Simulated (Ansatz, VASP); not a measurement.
One calculation of ZrB2, two programs

```
CELL_PARAMETERS angstrom
3.15546 0.00000 0.00000
-1.57773 2.73270 0.00000
0.00000 0.00000 3.50675
ATOMIC_POSITIONS crystal
Zr 0.00000 0.00000 0.00000
B 0.33333 0.66667 0.50000
B 0.66667 0.33333 0.50000
```

Alike in both runs: functional PBEsol; k mesh 15 × 15 × 12; occupations fermi-dirac, width 0.15 eV; no spin polarisation.

Ansatz relaxed the structure, and its values are those at the end. VASP's run is a single point on that final structure, the one shown.

|  | VASP | Ansatz |
| --- | --- | --- |
| version | VASP 6.6.1 | Ansatz 0.2.0 |
| potentials or method | VASP PAW PBE potentials, release 64 (Zr_sv, B), cutoff 520 eV | scalar-relativistic, plane waves, PAW |
| valence electrons in the cell | 18 | 18 |

```tsv
	VASP	Ansatz	Ansatz less VASP
gap on the k mesh at the Fermi level (eV)	none	none	-
pressure (GPa)	0.3	0.0	-0.29
```

VASP's potentials were made for PBE, not for PBEsol, and Ansatz warns of the same on its side. A gap of «none» marks a metal or a gap that the smearing closes. The functional is the same, so the differences come from potentials, cutoffs and numerics.
